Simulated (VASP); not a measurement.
# Rh (Im-3m) in VASP: single point with PBE

Aim: the single point of Rh with PBE.

Everything below comes from runs of VASP 6.6.1. Logs are shortened: lines on timing, memory, paths and dates and some standing lists are left out, and cuts for length are marked.

### 1 The cell of the first run

Symmetry: Im-3m, No. 229, cubic system. The conventional cell has a = 3.022 Å, b = 3.022 Å, c = 3.022 Å, α = 90.00°, β = 90.00°, γ = 90.00°. Rh (site symmetry m-3m) has 14 Rh at 2.62 to 3.02 Å within 3.5 Å.

### 2 Single point, PBE (Mo replaced by Rh, lengths x 0.953, strained)

Input file INCAR:

```
ALGO = Normal ; EDIFF = 1E-6
ENCUT = 520 ; GGA = PE
ISIF = 2 ; ISMEAR = 0
LASPH = T ; LCHARG = F
LREAL = F ; LWAVE = F
NBANDS = 14 ; NELM = 60
PREC = Accurate ; SIGMA = 0.1
```

Input file KPOINTS:

```
k-points
0
Gamma
  20 20 20
```

Input file POSCAR:

```
Rh
1.0
   -1.5109537277      1.5109537277      1.5109537277
    1.5109537277     -1.5109537277      1.5109537277
    1.5109537277      1.5109537277     -1.5109537277
Rh
1
Direct
    0.0000000000      0.0000000000      0.0000000000
```

Potentials or basis: VASP PAW PBE potentials, release 64 (Rh_pv).

Launch:

```sh
$ cat potpaw_PBE.64/Rh_pv/POTCAR > POTCAR
$ mpirun -np 1 vasp_std > vasp.out
```

OUTCAR:

```text
EDIFF = 1E-6
   ENCUT = 520
   GGA = PE
   ISIF = 2
   ISMEAR = 0
   LASPH = T
   LREAL = F
   NELM = 60
   PREC = Accurate

 ion  position               nearest neighbor table
   1  0.000  0.000  0.000-

  LATTYP: Found a body centered cubic cell.
 ALAT       =     3.0219074554

  Lattice vectors:

 A1 = (  -1.5109537277,   1.5109537277,   1.5109537277)
 A2 = (   1.5109537277,  -1.5109537277,   1.5109537277)
 A3 = (   1.5109537277,   1.5109537277,  -1.5109537277)

Analysis of symmetry for initial positions (statically):
=====================================================================
 Subroutine PRICEL returns:
 Original cell was already a primitive cell.

 Routine SETGRP: Setting up the symmetry group for a
 body centered cubic supercell.

 Subroutine GETGRP returns: Found 48 space group operations
 (whereof 48 operations were pure point group operations)
 out of a pool of 48 trial point group operations.

The static configuration has the point symmetry O_h .

Analysis of symmetry for dynamics (positions and initial velocities):
=====================================================================
 Subroutine PRICEL returns:
 Original cell was already a primitive cell.

 Routine SETGRP: Setting up the symmetry group for a
 body centered cubic supercell.

 Subroutine GETGRP returns: Found 48 space group operations
 (whereof 48 operations were pure point group operations)
 out of a pool of 48 trial point group operations.

The dynamic configuration has the point symmetry O_h .

 Subroutine INISYM returns: Found 48 space group operations
 (whereof 48 operations are pure point group operations),
 and found     1 'primitive' translations

----------------------------------------------------------------------------------------

                                     Primitive cell

  volume of cell :      13.7979

  direct lattice vectors                    reciprocal lattice vectors
    -1.510953728  1.510953728  1.510953728     0.000000000  0.330916818  0.330916818
     1.510953728 -1.510953728  1.510953728     0.330916818  0.000000000  0.330916818
     1.510953728  1.510953728 -1.510953728     0.330916818  0.330916818  0.000000000

  length of vectors
     2.617048624  2.617048624  2.617048624     0.467987052  0.467987052  0.467987052

  position of ions in fractional coordinates (direct lattice)
     0.000000000  0.000000000  0.000000000

  ion indices of the primitive-cell ions
   primitive index   ion index
                 1           1

----------------------------------------------------------------------------------------

 KPOINTS: k-points

Automatic generation of k-mesh.
 Grid dimensions read from file:
 generate k-points for:   20   20   20

 Generating k-lattice:

  Cartesian coordinates                     Fractional coordinates (reciprocal lattice)
     0.000000000  0.016545841  0.016545841     0.050000000  0.000000000  0.000000000
     0.016545841  0.000000000  0.016545841     0.000000000  0.050000000  0.000000000
     0.016545841  0.016545841  0.000000000     0.000000000  0.000000000  0.050000000

  Length of vectors
     0.023399353  0.023399353  0.023399353

  Shift w.r.t. Gamma in fractional coordinates (k-lattice)
     0.000000000  0.000000000  0.000000000

 Subroutine IBZKPT returns following result:
 ===========================================

 Found    256 irreducible k-points:

 Following reciprocal coordinates:
            Coordinates               Weight
  0.000000  0.000000  0.000000      1.000000
  0.050000  0.000000  0.000000     12.000000
  0.100000  0.000000  0.000000     12.000000
  0.150000  0.000000  0.000000     12.000000
  0.200000  0.000000  0.000000     12.000000
  0.250000  0.000000  0.000000     12.000000
[... 16 lines left out ...]
  0.200000  0.100000  0.000000     48.000000
  0.250000  0.100000  0.000000     48.000000
 [... further k-points ...]
   k-points           NKPTS =    256   k-points in BZ     NKDIM =    256   number of bands    NBANDS=     14
   number of dos      NEDOS =    301   number of ions     NIONS =      1
   total plane-waves  NPLWV =   8000
   dimension x,y,z NGX =    20 NGY =   20 NGZ =   20
   dimension x,y,z NGXF=    40 NGYF=   40 NGZF=   40
   ions per type =               1
   NGX,Y,Z   is equivalent  to a cutoff of  12.70, 12.70, 12.70 a.u.
   NGXF,Y,Z  is equivalent  to a cutoff of  25.41, 25.41, 25.41 a.u.
 SYSTEM =  unknown system
   PREC   = accura    normal or accurate (medium, high low for compatibility)
   ISTART =      0    job   : 0-new  1-cont  2-samecut
   ICHARG =      2    charge: 1-file 2-atom 10-const
   ISPIN  =      1    spin polarized calculation?
   LNONCOLLINEAR =      F non collinear calculations
   LSORBIT =      F    spin-orbit coupling
   LASPH  =      T    aspherical Exc in radial PAW
   ENCUT  =  520.0 eV  38.22 Ry    6.18 a.u.   4.87  4.87  4.87*2*pi/ulx,y,z
   NELM   =     60;   NELMIN=  2; NELMDL= -5     # of ELM steps
   EDIFF  = 0.1E-05   stopping-criterion for ELM
   LREAL  =      F    real-space projection
   EDIFFG = 0.1E-04   stopping-criterion for IOM
   NSW    =      0    number of steps for IOM
   IBRION =     -1    ionic relax: 0-MD 1-quasi-New 2-CG
   NFREE  =      0    steps in history (QN), initial steepest desc. (CG)
   ISIF   =      2    stress and relaxation
   ISYM   =      2    0-nonsym 1-usesym 2-fastsym
   POTIM  = 0.5000    time-step for ionic-motion
   TEBEG  =    0.0;   TEEND  =   0.0 temperature during run
   PSTRESS=    0.0 pullay stress
   NELECT =      15.0000    total number of electrons
   NUPDOWN=      -1.0000    fix difference up-down
   EMIN   =  10.00;   EMAX   =-10.00  energy-range for DOS
   EFERMI =   0.00;   METHOD = LEGACY
   ISMEAR =     0;   SIGMA  =   0.10  broadening in eV -4-tet -1-fermi 0-gaus
   EFERMI_NEDOS =   21; number of points for ismear=-14 and -15
   IALGO  =     38    algorithm
   IMIX   =      4    mixing-type and parameters
     AMIX     =   0.40;   BMIX     =  1.00
     AMIX_MAG =   1.60;   BMIX_MAG =  1.00
  volume/ion in A,a.u.               =      13.80        93.11
  Fermi-wavevector in a.u.,A,eV,Ry     =   1.683323  3.181019 38.553140  2.833576
  Thomas-Fermi vector in A             =   2.766544
   LORBIT       =      0    0 simple, 1 ext, 2 COOP (PROOUT), +10 PAW based schemes
   GGA     = PE    functional components
   LHFCALC =     F    Hartree Fock is set to
   AEXX    =    0.0000 exact exchange contribution
   IVDW    =     0    specifies the selected vdW correction
   LEPSILON=     F    determine dielectric tensor
   LRPA    =     F    only Hartree local field effects (RPA)
 non-spin polarized calculation
 Gauss-broadening in eV      SIGMA  =   0.10
  energy-cutoff  :      520.00
  volume of cell :       13.80
 maximum number of plane-waves:       386
   NGX =  9   NGY =  9   NGZ =  9

 number of electron      14.9999993 magnetization

 Free energy of the ion-electron system (eV)
  ---------------------------------------------------
  ext. energy  EPLUGINS =         0.00000000
  ---------------------------------------------------
  free energy    TOTEN  =        -6.88785329 eV

  energy without entropy =       -6.87518721  energy(sigma->0) =       -6.88152025

 E-fermi :  11.6546     XC(G=0): -13.9888

 val. band max:       11.6474326191   @ k =   0.3500   0.2500   0.0500
 cond. band min:      11.6622248751   @ k =   0.3000   0.2500   0.0500
 fundamental gap:      0.0147922560
 Fermi energy:        11.6545857698

 k-point     1 :       0.0000    0.0000    0.0000
  band No.  band energies     occupation
      1     -34.3712      2.00000
      2     -34.3712      2.00000
      3     -34.3712      2.00000
      4       3.9145      2.00000
      5       8.7098      2.00000
      6       8.7098      2.00000
      7       8.7098      2.00000
      8      11.2021      2.00000
      9      11.2021      2.00000
     10      30.1711      0.00000
     11      30.1711      0.00000
     12      30.1711      0.00000
     13      32.6964      0.00000
     14      40.3764      0.00000

 k-point     2 :       0.0500    0.0000    0.0000
  band No.  band energies     occupation
      1     -34.3900      2.00000
      2     -34.3774      2.00000
      3     -34.3712      2.00000
      4       4.0214      2.00000
      5       8.6660      2.00000
      6       8.7093      2.00000
      7       8.7954      2.00000
      8      11.1456      2.00000
      9      11.2049      2.00000
     10      30.2176      0.00000
     11      30.2295      0.00000
     12      30.3253      0.00000
     13      32.6962      0.00000
     14      39.4185      0.00000

 k-point     3 :       0.1000    0.0000    0.0000
  band No.  band energies     occupation
      1     -34.4444      2.00000
      2     -34.3953      2.00000
      3     -34.3712      2.00000
      4       4.3312      2.00000
      5       8.5407      2.00000
      6       8.7033      2.00000
      7       9.0485      2.00000
      8      11.0054      2.00000
      9      11.2148      2.00000
     10      30.3024      0.00000
     11      30.3145      0.00000
     12      30.7772      0.00000
     13      32.6958      0.00000
     14      38.0092      0.00000
[... 324 lines left out ...]
 k-point    23 :       0.2000    0.1000    0.0000
  band No.  band energies     occupation
      1     -34.7703      2.00000
      2     -34.4969      2.00000
      3     -34.3963      2.00000
      4       6.0920      2.00000
      5       7.9319      2.00000
      6       8.5160      2.00000
      7      10.6285      2.00000
      8      11.1275      2.00000
      9      11.4995      1.97170
     10      28.1946      0.00000
     11      29.0311      0.00000
     12      32.6905      0.00000
     13      32.8814      0.00000
     14      34.1943      0.00000

 k-point    24 :       0.2500    0.1000    0.0000
  band No.  band energies     occupation
      1     -34.8697      2.00000
      2     -34.5406      2.00000
      3     -34.3975      2.00000
      4       6.2968      2.00000
      5       7.7043      2.00000
      6       8.9500      2.00000
      7      10.7261      2.00000
      8      11.4977      1.97349
      9      12.0661      0.00000
     10      26.5030      0.00000
     11      28.2162      0.00000
     12      32.4558      0.00000
     13      32.7134      0.00000
     14      34.2637      0.00000

 [... further k-points ...]
[... 5 lines left out ...]
  --------------------------------------------------------------------------------------
  -------------------------------------------------------------------------------------
  Total        1.0764223      1.0764223      1.0764223      0.0000000      0.0000000     -0.0000000
  in kB      124.9913005    124.9913005    124.9913005      0.0000000      0.0000000     -0.0000000
  external PRESSURE =     124.9913005 kB  Pullay stress =       0.0000000 kB

 VOLUME and BASIS-vectors are now :
 -----------------------------------------------------------------------------
  energy-cutoff  :      520.00
  volume of cell :       13.80
      direct lattice vectors                 reciprocal lattice vectors
    -1.510953728  1.510953728  1.510953728     0.000000000  0.330916818  0.330916818
     1.510953728 -1.510953728  1.510953728     0.330916818  0.000000000  0.330916818
     1.510953728  1.510953728 -1.510953728     0.330916818  0.330916818  0.000000000

 POSITION                                       TOTAL-FORCE (eV/Angst)
 -----------------------------------------------------------------------------------
      0.00000      0.00000      0.00000        -0.000000      0.000000      0.000000
 -----------------------------------------------------------------------------------
    total drift:                                0.000000     -0.000000      0.000000

  FREE ENERGIE OF THE ION-ELECTRON SYSTEM (eV)
  ---------------------------------------------------
  free  energy   TOTEN  =        -6.8878532878 eV

  energy  without entropy=       -6.8751872131  energy(sigma->0) =       -6.88152025
```

Run time: 24 s. Hardware: 1 thread of Intel Xeon 6975P-C, shared host; peak memory 0.16 GiB.

Results:

```
Free energy : -6.8879 eV
Pressure    : 12.5 GPa
```

Caveat: the cell differs from its parent crystal (Mo replaced by Rh, lengths x 0.953, strained).
